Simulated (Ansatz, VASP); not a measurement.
## KF: VASP beside Ansatz

Contents of INCAR:

```
SYSTEM = KF
ALGO = Normal
EDIFF = 1E-6
ENCUT = 600
GGA = PE
GGA_COMPAT = .FALSE.
ISIF = 2
ISMEAR = 0
LASPH = .TRUE.
LCHARG = .TRUE.
LELF = .TRUE.
LREAL = .FALSE.
LVHAR = .TRUE.
LWAVE = .FALSE.
NBANDS = 15
NELM = 120
PREC = Accurate
SIGMA = 0.5
```

Contents of KPOINTS:

```
k-points
0
G
  6 6 6
  0 0 0
```

File POSCAR:

```
KF
1.0
    3.1788706815      0.0000000000      0.0000000000
    0.0000000000      3.1788706815      0.0000000000
    0.0000000000      0.0000000000      3.1788706815
K F
1 1
Direct
    0.0000000000      0.0000000000      0.0000000000
    0.5000000000      0.5000000000      0.5000000000
```

Input for Ansatz:

```yaml
crystal:
  lattice:
    - [3.1788706815, 0.0, 0.0]
    - [0.0, 3.1788706815, 0.0]
    - [0.0, 0.0, 3.1788706815]
  atoms:
    - { symbol: K, position: [0.0, 0.0, 0.0] }
    - { symbol: F, position: [0.5, 0.5, 0.5] }
kpoints:
  mp_grid: { grid: [6, 6, 6] }
hamiltonian:
  xc: pbe
scf:
  occupations: { method: gaussian, width: 0.5 }
  n_extra_bands: 4
output:
  forces: true
  stress: true
  eigenvalues: true
```

Alike in both runs: task single point; functional PBE; k mesh 6 × 6 × 6; occupations gaussian, width 0.5 eV; no spin polarisation.

|  | VASP | Ansatz |
| --- | --- | --- |
| version | VASP 6.6.1 | Ansatz 0.2.0 |
| potentials or method | VASP PAW PBE potentials, release 64 (K_sv, F) | plane waves |
| plane-wave cutoff (eV) | 600 | 420 |
| valence electrons in the cell | 16 | 16 |

Ansatz gave:

```
gap on the k mesh at the Fermi level (eV) : 6.82
pressure (GPa)                            : 2.9
```

What did VASP give for the same quantities?

gap on the k mesh at the Fermi level (eV): 6.80; pressure (GPa): 3.0.

The functional is the same, so the differences come from potentials, cutoffs and numerics.
